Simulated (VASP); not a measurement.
# CuI (P4/nmm) in VASP: notebook, part 2 of 2

VASP 6.6.1. Earlier steps stand in the parts before.

**3. Single point, LDA**

File INCAR:

```
SYSTEM = CuI
PREC = Accurate ; ENCUT = 520
EDIFF = 1E-6 ; ISMEAR = 0
SIGMA = 0.05 ; LREAL = .False.
LASPH = .True. ; NELM = 60
ALGO = Normal ; ISIF = 2
LWAVE = .False. ; LCHARG = .True.
GGA = CA ; LELF = .True.
LVHAR = .True. ; NBANDS = 26
```

File KPOINTS:

```
regular mesh
0
Gamma
  8 8 4
  0 0 0
```

File POSCAR:

```
CuI
1.0
    4.0901961900      0.0000000000      0.0000000000
    0.0000000000      4.0901961900      0.0000000000
    0.0000000000      0.0000000000      6.5514580400
Cu I
2 2
Direct
    0.5000000000      0.5000000000      0.0000000000
    0.0000000000      0.0000000000      0.0000000000
    0.5000000000      0.0000000000      0.2569656400
    0.0000000000      0.5000000000      0.7430343600
```

Potentials or basis: VASP PAW LDA potentials, release 64 (Cu, I).

Started as:

```console
cat potpaw_LDA.64/Cu/POTCAR potpaw_LDA.64/I/POTCAR > POTCAR
mpirun -np 1 vasp_std > vasp.out
```

OUTCAR:

```text
SYSTEM = CuI
   PREC = Accurate
   ENCUT = 520
   EDIFF = 1E-6
   ISMEAR = 0
   LREAL = .False.
   LASPH = .True.
   NELM = 60
   ISIF = 2
   GGA = CA

 ion  position               nearest neighbor table
   1  0.500  0.500  0.000-   3 2.65   4 2.65   3 2.65   4 2.65
   2  0.000  0.000  0.000-   3 2.65   4 2.65   4 2.65   3 2.65
   3  0.500  0.000  0.257-   1 2.65   2 2.65   1 2.65   2 2.65
   4  0.000  0.500  0.743-   1 2.65   2 2.65   2 2.65   1 2.65

  LATTYP: Found a simple tetragonal cell.
 ALAT       =     4.0901961900
 C/A-ratio  =     1.6017466487

  Lattice vectors:

 A1 = (   4.0901961900,   0.0000000000,   0.0000000000)
 A2 = (   0.0000000000,   4.0901961900,   0.0000000000)
 A3 = (   0.0000000000,   0.0000000000,   6.5514580400)

Analysis of symmetry for initial positions (statically):
=====================================================================
 Subroutine PRICEL returns:
 Original cell was already a primitive cell.

 Routine SETGRP: Setting up the symmetry group for a
 simple tetragonal supercell.

 Subroutine GETGRP returns: Found 16 space group operations
 (whereof  8 operations were pure point group operations)
 out of a pool of 16 trial point group operations.

The static configuration has the point symmetry D_2d.
 The point group associated with its full space group is D_4h.

Analysis of symmetry for dynamics (positions and initial velocities):
=====================================================================
 Subroutine PRICEL returns:
 Original cell was already a primitive cell.

 Routine SETGRP: Setting up the symmetry group for a
 simple tetragonal supercell.

 Subroutine GETGRP returns: Found 16 space group operations
 (whereof  8 operations were pure point group operations)
 out of a pool of 16 trial point group operations.

The dynamic configuration has the point symmetry D_2d.
 The point group associated with its full space group is D_4h.

 Subroutine INISYM returns: Found 16 space group operations
 (whereof  8 operations are pure point group operations),
 and found     1 'primitive' translations

----------------------------------------------------------------------------------------

                                     Primitive cell

  volume of cell :     109.6040

  direct lattice vectors                    reciprocal lattice vectors
     4.090196190  0.000000000  0.000000000     0.244487050  0.000000000  0.000000000
     0.000000000  4.090196190  0.000000000     0.000000000  0.244487050  0.000000000
     0.000000000  0.000000000  6.551458040     0.000000000  0.000000000  0.152637778

  length of vectors
     4.090196190  4.090196190  6.551458040     0.244487050  0.244487050  0.152637778

  position of ions in fractional coordinates (direct lattice)
     0.500000000  0.500000000  0.000000000
     0.000000000  0.000000000  0.000000000
     0.500000000  0.000000000  0.256965640
     0.000000000  0.500000000  0.743034360

  ion indices of the primitive-cell ions
   primitive index   ion index
                 1           1
                 2           2
                 3           3
                 4           4

----------------------------------------------------------------------------------------

 KPOINTS: regular mesh

Automatic generation of k-mesh.
 Grid dimensions read from file:
 generate k-points for:    8    8    4

 Generating k-lattice:

  Cartesian coordinates                     Fractional coordinates (reciprocal lattice)
     0.030560881  0.000000000  0.000000000     0.125000000  0.000000000  0.000000000
     0.000000000  0.030560881  0.000000000     0.000000000  0.125000000  0.000000000
     0.000000000  0.000000000  0.038159445     0.000000000  0.000000000  0.250000000

  Length of vectors
     0.030560881  0.030560881  0.038159445

  Shift w.r.t. Gamma in fractional coordinates (k-lattice)
     0.000000000  0.000000000  0.000000000

 Subroutine IBZKPT returns following result:
 ===========================================

 Found     45 irreducible k-points:

 Following reciprocal coordinates:
            Coordinates               Weight
  0.000000  0.000000  0.000000      1.000000
  0.125000  0.000000  0.000000      4.000000
  0.250000  0.000000  0.000000      4.000000
  0.375000  0.000000  0.000000      4.000000
  0.500000  0.000000  0.000000      2.000000
  0.125000  0.125000  0.000000      4.000000
[... 16 lines left out ...]
  0.375000  0.125000  0.250000     16.000000
  0.500000  0.125000  0.250000      8.000000
 [... further k-points ...]
   k-points           NKPTS =     45   k-points in BZ     NKDIM =     45   number of bands    NBANDS=     26
   number of dos      NEDOS =    301   number of ions     NIONS =      4
   total plane-waves  NPLWV =  45000
   dimension x,y,z NGX =    30 NGY =   30 NGZ =   50
   dimension x,y,z NGXF=    60 NGYF=   60 NGZF=  100
   ions per type =               2   2
   NGX,Y,Z   is equivalent  to a cutoff of  12.19, 12.19, 12.69 a.u.
   NGXF,Y,Z  is equivalent  to a cutoff of  24.39, 24.39, 25.38 a.u.
 SYSTEM =  CuI
   PREC   = accura    normal or accurate (medium, high low for compatibility)
   ISTART =      0    job   : 0-new  1-cont  2-samecut
   ICHARG =      2    charge: 1-file 2-atom 10-const
   ISPIN  =      1    spin polarized calculation?
   LNONCOLLINEAR =      F non collinear calculations
   LSORBIT =      F    spin-orbit coupling
   LASPH  =      T    aspherical Exc in radial PAW
   ENCUT  =  520.0 eV  38.22 Ry    6.18 a.u.   7.61  7.61 12.18*2*pi/ulx,y,z
   NELM   =     60;   NELMIN=  2; NELMDL= -5     # of ELM steps
   EDIFF  = 0.1E-05   stopping-criterion for ELM
   LREAL  =      F    real-space projection
   EDIFFG = 0.1E-04   stopping-criterion for IOM
   NSW    =      0    number of steps for IOM
   IBRION =     -1    ionic relax: 0-MD 1-quasi-New 2-CG
   NFREE  =      0    steps in history (QN), initial steepest desc. (CG)
   ISIF   =      2    stress and relaxation
   ISYM   =      2    0-nonsym 1-usesym 2-fastsym
   POTIM  = 0.5000    time-step for ionic-motion
   TEBEG  =    0.0;   TEEND  =   0.0 temperature during run
   PSTRESS=    0.0 pullay stress
   NELECT =      36.0000    total number of electrons
   NUPDOWN=      -1.0000    fix difference up-down
   EMIN   =  10.00;   EMAX   =-10.00  energy-range for DOS
   EFERMI =   0.00;   METHOD = LEGACY
   ISMEAR =     0;   SIGMA  =   0.05  broadening in eV -4-tet -1-fermi 0-gaus
   EFERMI_NEDOS =   21; number of points for ismear=-14 and -15
   IALGO  =     38    algorithm
   IMIX   =      4    mixing-type and parameters
     AMIX     =   0.40;   BMIX     =  1.00
     AMIX_MAG =   1.60;   BMIX_MAG =  1.00
  volume/ion in A,a.u.               =      27.40       184.91
  Fermi-wavevector in a.u.,A,eV,Ry     =   1.129536  2.134514 17.359028  1.275853
  Thomas-Fermi vector in A             =   2.266230
   LORBIT       =      0    0 simple, 1 ext, 2 COOP (PROOUT), +10 PAW based schemes
   GGA     = CA    functional components
   LHFCALC =     F    Hartree Fock is set to
   AEXX    =    0.0000 exact exchange contribution
   IVDW    =     0    specifies the selected vdW correction
   LEPSILON=     F    determine dielectric tensor
   LRPA    =     F    only Hartree local field effects (RPA)
 non-spin polarized calculation
 Gauss-broadening in eV      SIGMA  =   0.05
  energy-cutoff  :      520.00
  volume of cell :      109.60
 maximum number of plane-waves:      2972
   NGX = 15   NGY = 15   NGZ = 25

 number of electron      35.9999971 magnetization

 Free energy of the ion-electron system (eV)
  ---------------------------------------------------
  ext. energy  EPLUGINS =         0.00000000
  ---------------------------------------------------
  free energy    TOTEN  =       -13.83972497 eV

  energy without entropy =      -13.83972497  energy(sigma->0) =      -13.83972497

 E-fermi :   4.4441     XC(G=0):  -9.3461

 val. band max:        4.1853925513   @ k =   0.0000   0.0000   0.0000
 cond. band min:       5.6326437743   @ k =   0.0000   0.0000   0.0000
 fundamental gap:      1.4472512230
 Fermi energy:         4.4441142017

 k-point     1 :       0.0000    0.0000    0.0000
  band No.  band energies     occupation
      1      -9.7126      2.00000
      2      -9.0262      2.00000
      3      -1.5903      2.00000
      4       0.4125      2.00000
      5       0.6066      2.00000
      6       0.6066      2.00000
[... 685 lines left out ...]
     25      11.3937      0.00000
     26      11.3937      0.00000

 [... further k-points ...]

------------------------ aborting loop because EDIFF is reached ----------------------------------------

  FORCE on cell =-STRESS in cart. coord.  units (eV):
  Direction    XX          YY          ZZ          XY          YZ          ZX
  --------------------------------------------------------------------------------------
  -------------------------------------------------------------------------------------
  Total       -2.3545910     -2.3545910     -2.2276542      0.0000000      0.0000000      0.0000000
  in kB      -34.4191241    -34.4191241    -32.5635772      0.0000000      0.0000000      0.0000000
  external PRESSURE =     -33.8006084 kB  Pullay stress =       0.0000000 kB

 VOLUME and BASIS-vectors are now :
 -----------------------------------------------------------------------------
  energy-cutoff  :      520.00
  volume of cell :      109.60
      direct lattice vectors                 reciprocal lattice vectors
     4.090196190  0.000000000  0.000000000     0.244487050  0.000000000  0.000000000
     0.000000000  4.090196190  0.000000000     0.000000000  0.244487050  0.000000000
     0.000000000  0.000000000  6.551458040     0.000000000  0.000000000  0.152637778

 POSITION                                       TOTAL-FORCE (eV/Angst)
 -----------------------------------------------------------------------------------
      2.04510      2.04510      0.00000         0.000000      0.000000      0.000000
      0.00000      0.00000      0.00000        -0.000000     -0.000000      0.000000
      2.04510      0.00000      1.68350        -0.000000      0.000000     -0.472327
      0.00000      2.04510      4.86796        -0.000000     -0.000000      0.472327
 -----------------------------------------------------------------------------------
    total drift:                                0.000000      0.000000      0.000000

  FREE ENERGIE OF THE ION-ELECTRON SYSTEM (eV)
  ---------------------------------------------------
  free  energy   TOTEN  =       -13.8397249717 eV

  energy  without entropy=      -13.8397249717  energy(sigma->0) =      -13.83972497
```

Wall time 2.6 min (1 thread of Intel Xeon 8259CL, shared host); peak memory 0.25 GiB.

Results:

* Free energy: -13.8397 eV
* Pressure: -3.4 GPa
* Largest force: 0.472 eV/Å
* Band gap on the k mesh: 1.45 eV, direct

Forces in eV/Å, atoms in the order of the input:
```
Cu   0.000  0.000  0.000
Cu   0.000  0.000  0.000
I    0.000  0.000 -0.472
I    0.000  0.000  0.472
```

Stress tensor (GPa, compression positive):
```
-3.44  0.00  0.00
 0.00 -3.44  0.00
 0.00  0.00 -3.26
```

Caveat: spin-orbit coupling is left out, which moves the levels of the heavy elements. As with any semilocal functional, this LDA gap is likely too small.
